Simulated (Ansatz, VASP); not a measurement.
# Two plane-wave programs on ZnS

```
CELL_PARAMETERS angstrom
3.81200 0.00000 0.00000
-1.90600 3.30129 0.00000
0.00000 0.00000 18.68999
ATOMIC_POSITIONS crystal
Zn 0.33333 0.66667 0.83333
Zn 0.66667 0.33333 0.33333
Zn 0.66667 0.33333 0.66667
Zn 0.33333 0.66667 0.16667
Zn 0.00000 0.00000 0.50000
Zn 0.00000 0.00000 0.00000
S 0.33333 0.66667 0.95833
S 0.66667 0.33333 0.45833
S 0.66667 0.33333 0.79167
S 0.33333 0.66667 0.29167
S 0.00000 0.00000 0.62500
S 0.00000 0.00000 0.12500
```

Alike in both runs: functional revPBE; k mesh 8 × 8 × 2; occupations fermi-dirac, width 0.05 eV; no spin polarisation.

|  | VASP | Ansatz |
| --- | --- | --- |
| version | VASP 6.6.1 | Ansatz 0.2.0 |
| potentials or method | VASP PAW PBE potentials, release 64 (Zn, S) | Ansatz PAW |
| plane-wave cutoff (eV) | 520 | 420 |
| valence electrons in the cell | 108 | 108 |
| task | single point | band structure |

|  | VASP | Ansatz | Ansatz less VASP |
| --- | --- | --- | --- |
| gap on the k mesh at the Fermi level (eV) | 2.29 | 2.29 | -0.003 |
| least direct gap on the mesh (eV) | 2.29 | 2.29 | -0.003 |
| pressure (GPa) | 4.2 | 4.0 | -0.16 |
| rms of the force components (eV/Å) | 0.010 | 0.009 | -0.0002 |

VASP's potentials were made for PBE, not for revPBE. Atom by atom the forces differ by 0.001 eV/Å (rms over components).
